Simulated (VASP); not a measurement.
# Ta2Ga (P6/mmm) in VASP: notebook

The runs below take Ta2Ga through single point, relaxation of cell and atoms, with PBE.

Everything below comes from runs of VASP 6.6.1. Logs are shortened: lines on timing, memory, paths and dates and some standing lists are left out, and cuts for length are marked.

### Step 1. The cell of the first run

The structure is hexagonal, space group P6/mmm (No. 191). Conventional cell: a = 3.710 Å, b = 3.710 Å, c = 4.006 Å, α = 90.00°, β = 90.00°, γ = 120.00°. Ta (site symmetry -6m2) has 3 Ta at 2.14 Å within 2.8 Å. Within 3.9 Å of Ga (site symmetry 6/mmm) lie 12 Ta at 2.93 Å and 6 Ga at 3.71 Å.

### Step 2. Single point, PBE

Contents of INCAR:

```
SYSTEM = Ta2Ga
PREC = Accurate
ENCUT = 520
EDIFF = 1E-6
ISMEAR = 0
SIGMA = 0.1
LREAL = .FALSE.
LASPH = .TRUE.
NELM = 100
ALGO = Normal
ISIF = 2
LWAVE = .FALSE.
LCHARG = .FALSE.
GGA = PE
NBANDS = 24
```

Contents of KPOINTS:

```
regular mesh
0
G
  6 6 4
  0 0 0
```

Contents of POSCAR:

```
Ta2Ga
1.0
    3.7101673606      0.0000000000      0.0000000000
   -1.8550836803      3.2130991865      0.0000000000
    0.0000000000      0.0000000000      4.0059946584
Ta Ga
2 1
Direct
    0.3333333333      0.6666666667      0.5000000000
    0.6666666667      0.3333333333      0.5000000000
    0.0000000000      0.0000000000      0.0000000000
```

Potentials or basis: VASP PAW PBE potentials, release 64 (Ta_pv, Ga_d).

The run is started by

```bash
$ cat potpaw_PBE.64/Ta_pv/POTCAR potpaw_PBE.64/Ga_d/POTCAR > POTCAR
$ mpirun -np 1 vasp_std > vasp.out
```

OUTCAR:

```text
SYSTEM = Ta2Ga
   PREC = Accurate
   ENCUT = 520
   EDIFF = 1E-6
   ISMEAR = 0
   LREAL = .FALSE.
   LASPH = .TRUE.
   NELM = 100
   ISIF = 2
   GGA = PE

 ion  position               nearest neighbor table
   1  0.333  0.667  0.500-   2 2.14   2 2.14   2 2.14   3 2.93   3 2.93   3 2.93   3 2.93   3 2.93
                             3 2.93
   2  0.667  0.333  0.500-   1 2.14   1 2.14   1 2.14   3 2.93   3 2.93   3 2.93   3 2.93   3 2.93
                             3 2.93
   3  0.000  0.000  0.000-   1 2.93   2 2.93   1 2.93   2 2.93   1 2.93   1 2.93   2 2.93   2 2.93
                             2 2.93   2 2.93   1 2.93   1 2.93

  LATTYP: Found a hexagonal cell.
 ALAT       =     3.7101673606
 C/A-ratio  =     1.0797342193

  Lattice vectors:

 A1 = (   3.7101673606,   0.0000000000,   0.0000000000)
 A2 = (  -1.8550836803,   3.2130991865,   0.0000000000)
 A3 = (   0.0000000000,   0.0000000000,   4.0059946584)

Analysis of symmetry for initial positions (statically):
=====================================================================
 Subroutine PRICEL returns:
 Original cell was already a primitive cell.

 Routine SETGRP: Setting up the symmetry group for a
 hexagonal supercell.

 Subroutine GETGRP returns: Found 24 space group operations
 (whereof 24 operations were pure point group operations)
 out of a pool of 24 trial point group operations.

The static configuration has the point symmetry D_6h.

Analysis of symmetry for dynamics (positions and initial velocities):
=====================================================================
 Subroutine PRICEL returns:
 Original cell was already a primitive cell.

 Routine SETGRP: Setting up the symmetry group for a
 hexagonal supercell.

 Subroutine GETGRP returns: Found 24 space group operations
 (whereof 24 operations were pure point group operations)
 out of a pool of 24 trial point group operations.

The dynamic configuration has the point symmetry D_6h.

 Subroutine INISYM returns: Found 24 space group operations
 (whereof 24 operations are pure point group operations),
 and found     1 'primitive' translations

----------------------------------------------------------------------------------------

                                     Primitive cell

  volume of cell :      47.7560

  direct lattice vectors                    reciprocal lattice vectors
     3.710167361  0.000000000  0.000000000     0.269529620  0.155612999  0.000000000
    -1.855083680  3.213099187  0.000000000     0.000000000  0.311225998  0.000000000
     0.000000000  0.000000000  4.005994658     0.000000000  0.000000000  0.249625895

  length of vectors
     3.710167361  3.710167361  4.005994658     0.311225998  0.311225998  0.249625895

  position of ions in fractional coordinates (direct lattice)
     0.333333333  0.666666667  0.500000000
     0.666666667  0.333333333  0.500000000
     0.000000000  0.000000000  0.000000000

  ion indices of the primitive-cell ions
   primitive index   ion index
                 1           1
                 2           2
                 3           3

----------------------------------------------------------------------------------------

 KPOINTS: regular mesh

Automatic generation of k-mesh.
 Grid dimensions read from file:
 generate k-points for:    6    6    4

 Generating k-lattice:

  Cartesian coordinates                     Fractional coordinates (reciprocal lattice)
     0.044921603  0.025935500  0.000000000     0.166666667  0.000000000  0.000000000
     0.000000000  0.051871000  0.000000000     0.000000000  0.166666667  0.000000000
     0.000000000  0.000000000  0.062406474     0.000000000  0.000000000  0.250000000

  Length of vectors
     0.051871000  0.051871000  0.062406474

  Shift w.r.t. Gamma in fractional coordinates (k-lattice)
     0.000000000  0.000000000  0.000000000

 Subroutine IBZKPT returns following result:
 ===========================================

 Found     21 irreducible k-points:

 Following reciprocal coordinates:
            Coordinates               Weight
  0.000000  0.000000  0.000000      1.000000
  0.166667 -0.000000  0.000000      6.000000
  0.333333  0.000000  0.000000      6.000000
  0.500000  0.000000  0.000000      3.000000
  0.166667  0.166667  0.000000      6.000000
  0.333333  0.166667  0.000000     12.000000
[... 13 lines left out ...]
  0.333333  0.166667  0.500000     12.000000
  0.333333  0.333333  0.500000      2.000000
   k-points           NKPTS =     21   k-points in BZ     NKDIM =     21   number of bands    NBANDS=     24
   number of dos      NEDOS =    301   number of ions     NIONS =      3
   total plane-waves  NPLWV =  23520
   dimension x,y,z NGX =    28 NGY =   28 NGZ =   30
   dimension x,y,z NGXF=    56 NGYF=   56 NGZF=   60
   ions per type =               2   1
   NGX,Y,Z   is equivalent  to a cutoff of  12.55, 12.55, 12.45 a.u.
   NGXF,Y,Z  is equivalent  to a cutoff of  25.09, 25.09, 24.90 a.u.
 SYSTEM =  Ta2Ga
   PREC   = accura    normal or accurate (medium, high low for compatibility)
   ISTART =      0    job   : 0-new  1-cont  2-samecut
   ICHARG =      2    charge: 1-file 2-atom 10-const
   ISPIN  =      1    spin polarized calculation?
   LNONCOLLINEAR =      F non collinear calculations
   LSORBIT =      F    spin-orbit coupling
   LASPH  =      T    aspherical Exc in radial PAW
   ENCUT  =  520.0 eV  38.22 Ry    6.18 a.u.   6.90  6.90  7.45*2*pi/ulx,y,z
   NELM   =    100;   NELMIN=  2; NELMDL= -5     # of ELM steps
   EDIFF  = 0.1E-05   stopping-criterion for ELM
   LREAL  =      F    real-space projection
   EDIFFG = 0.1E-04   stopping-criterion for IOM
   NSW    =      0    number of steps for IOM
   IBRION =     -1    ionic relax: 0-MD 1-quasi-New 2-CG
   NFREE  =      0    steps in history (QN), initial steepest desc. (CG)
   ISIF   =      2    stress and relaxation
   ISYM   =      2    0-nonsym 1-usesym 2-fastsym
   POTIM  = 0.5000    time-step for ionic-motion
   TEBEG  =    0.0;   TEEND  =   0.0 temperature during run
   PSTRESS=    0.0 pullay stress
   NELECT =      35.0000    total number of electrons
   NUPDOWN=      -1.0000    fix difference up-down
   EMIN   =  10.00;   EMAX   =-10.00  energy-range for DOS
   EFERMI =   0.00;   METHOD = LEGACY
   ISMEAR =     0;   SIGMA  =   0.10  broadening in eV -4-tet -1-fermi 0-gaus
   EFERMI_NEDOS =   21; number of points for ismear=-14 and -15
   IALGO  =     38    algorithm
   IMIX   =      4    mixing-type and parameters
     AMIX     =   0.40;   BMIX     =  1.00
     AMIX_MAG =   1.60;   BMIX_MAG =  1.00
  volume/ion in A,a.u.               =      15.92       107.42
  Fermi-wavevector in a.u.,A,eV,Ry     =   1.476006  2.789247 29.641575  2.178594
  Thomas-Fermi vector in A             =   2.590586
   LORBIT       =      0    0 simple, 1 ext, 2 COOP (PROOUT), +10 PAW based schemes
   GGA     = PE    functional components
   LHFCALC =     F    Hartree Fock is set to
   AEXX    =    0.0000 exact exchange contribution
   IVDW    =     0    specifies the selected vdW correction
   LEPSILON=     F    determine dielectric tensor
   LRPA    =     F    only Hartree local field effects (RPA)
 non-spin polarized calculation
 Gauss-broadening in eV      SIGMA  =   0.10
  energy-cutoff  :      520.00
  volume of cell :       47.76
 maximum number of plane-waves:      1305
 NGX is ok and might be reduce to    28
   NGX = 13   NGY = 13   NGZ = 15

 number of electron      34.9999993 magnetization

 Free energy of the ion-electron system (eV)
  ---------------------------------------------------
  ext. energy  EPLUGINS =         0.00000000
  ---------------------------------------------------
  free energy    TOTEN  =       -17.81265604 eV

  energy without entropy =      -17.80264115  energy(sigma->0) =      -17.80764859

 E-fermi :   6.7894     XC(G=0): -12.5632

 val. band max:        6.7645050369   @ k =   0.3333   0.1667   0.0000
 cond. band min:       6.9427739945   @ k =   0.3333   0.1667   0.2500
 fundamental gap:      0.1782689576
 Fermi energy:         6.7893888298

 k-point     1 :       0.0000    0.0000    0.0000
  band No.  band energies     occupation
      1     -29.5255      2.00000
      2     -29.5255      2.00000
      3     -27.6760      2.00000
      4     -25.9889      2.00000
      5     -24.9509      2.00000
      6     -24.9509      2.00000
[... 16 lines left out ...]
     23      10.9094      0.00000
     24      12.8219      0.00000

 k-point     2 :       0.1667   -0.0000    0.0000
  band No.  band energies     occupation
      1     -29.6342      2.00000
      2     -29.3157      2.00000
      3     -27.5837      2.00000
      4     -26.0971      2.00000
      5     -25.1578      2.00000
      6     -24.7634      2.00000
[... 16 lines left out ...]
     23      12.5552      0.00000
     24      12.7010      0.00000

 k-point     3 :       0.3333    0.0000    0.0000
  band No.  band energies     occupation
      1     -29.8315      2.00000
      2     -28.8262      2.00000
      3     -27.3418      2.00000
      4     -26.3705      2.00000
      5     -25.6323      2.00000
      6     -24.4050      2.00000
[... 16 lines left out ...]
     23      13.2627      0.00000
     24      14.0787      0.00000

 k-point     4 :       0.5000    0.0000    0.0000
  band No.  band energies     occupation
      1     -29.9221      2.00000
      2     -28.5222      2.00000
      3     -27.1436      2.00000
      4     -26.5844      2.00000
      5     -25.9246      2.00000
      6     -24.2322      2.00000
[... 16 lines left out ...]
     23      14.1271      0.00000
     24      14.5541      0.00000

 k-point     5 :       0.1667    0.1667    0.0000
  band No.  band energies     occupation
      1     -29.8310      2.00000
      2     -28.8842      2.00000
      3     -27.4134      2.00000
      4     -26.2911      2.00000
      5     -25.5914      2.00000
      6     -24.4336      2.00000
[... 370 lines left out ...]
 k-point    19 :       0.1667    0.1667    0.5000
  band No.  band energies     occupation
      1     -29.8282      2.00000
      2     -28.8819      2.00000
      3     -27.4484      2.00000
      4     -26.3109      2.00000
      5     -25.5882      2.00000
      6     -24.4326      2.00000
[... 16 lines left out ...]
     23      12.5569      0.00000
     24      12.7043      0.00000

 k-point    20 :       0.3333    0.1667    0.5000
  band No.  band energies     occupation
      1     -30.0225      2.00000
      2     -28.2432      2.00000
      3     -27.1740      2.00000
      4     -26.6076      2.00000
      5     -26.2280      2.00000
      6     -24.0959      2.00000
[... 16 lines left out ...]
     23      12.0023      0.00000
     24      12.8803      0.00000

 k-point    21 :       0.3333    0.3333    0.5000
  band No.  band energies     occupation
      1     -30.1491      2.00000
      2     -27.2455      2.00000
      3     -27.2455      2.00000
      4     -26.8945      2.00000
      5     -26.8945      2.00000
      6     -23.8986      2.00000
[... 16 lines left out ...]
     23      11.3019      0.00000
     24      12.0037      0.00000

------------------------ aborting loop because EDIFF is reached ----------------------------------------

  FORCE on cell =-STRESS in cart. coord.  units (eV):
  Direction    XX          YY          ZZ          XY          YZ          ZX
  --------------------------------------------------------------------------------------
  -------------------------------------------------------------------------------------
  Total       33.7671329     33.7671329     -1.8442156      0.0000000     -0.0000000      0.0000000
  in kB     1132.8613794   1132.8613794    -61.8720181      0.0000000     -0.0000000      0.0000000
  external PRESSURE =     734.6169136 kB  Pullay stress =       0.0000000 kB

 VOLUME and BASIS-vectors are now :
 -----------------------------------------------------------------------------
  energy-cutoff  :      520.00
  volume of cell :       47.76
      direct lattice vectors                 reciprocal lattice vectors
     3.710167361  0.000000000  0.000000000     0.269529620  0.155612999  0.000000000
    -1.855083680  3.213099187  0.000000000     0.000000000  0.311225998  0.000000000
     0.000000000  0.000000000  4.005994658     0.000000000  0.000000000  0.249625895

 POSITION                                       TOTAL-FORCE (eV/Angst)
 -----------------------------------------------------------------------------------
     -0.00000      2.14207      2.00300         0.000000      0.000000      0.000000
      1.85508      1.07103      2.00300         0.000000     -0.000000      0.000000
      0.00000      0.00000      0.00000        -0.000000      0.000000      0.000000
 -----------------------------------------------------------------------------------
    total drift:                               -0.000000      0.000000     -0.000000

  FREE ENERGIE OF THE ION-ELECTRON SYSTEM (eV)
  ---------------------------------------------------
  free  energy   TOTEN  =       -17.8126560418 eV

  energy  without entropy=      -17.8026411468  energy(sigma->0) =      -17.80764859
```

Run time: 13 s. Hardware: 1 thread of Intel Xeon 6975P-C, shared host; peak memory 0.17 GiB.

What came out:

```
Free energy : -17.8127 eV
Pressure    : 73.5 GPa
```

Levels at points of the mesh, in eV from the Fermi level:
```csv
k point,band 15,band 16,band 17,band 18,band 19,band 20
"(0.00, 0.00, 0.00)",-1.57,-0.41,-0.41,0.52,3.24,3.40
"(0.50, 0.00, 0.00)",-3.10,-2.66,-2.50,0.18,1.15,2.05
"(0.00, 0.00, 0.50)",-2.12,-1.10,0.56,0.56,1.28,1.28
"(0.50, 0.00, 0.50)",-3.15,-2.26,-0.15,0.42,0.92,2.93
```

Caveat: the k points lie up to 0.39 Å⁻¹ apart; spin-orbit coupling is left out, which moves the levels of the heavy elements.

[end of part 1 of 3]
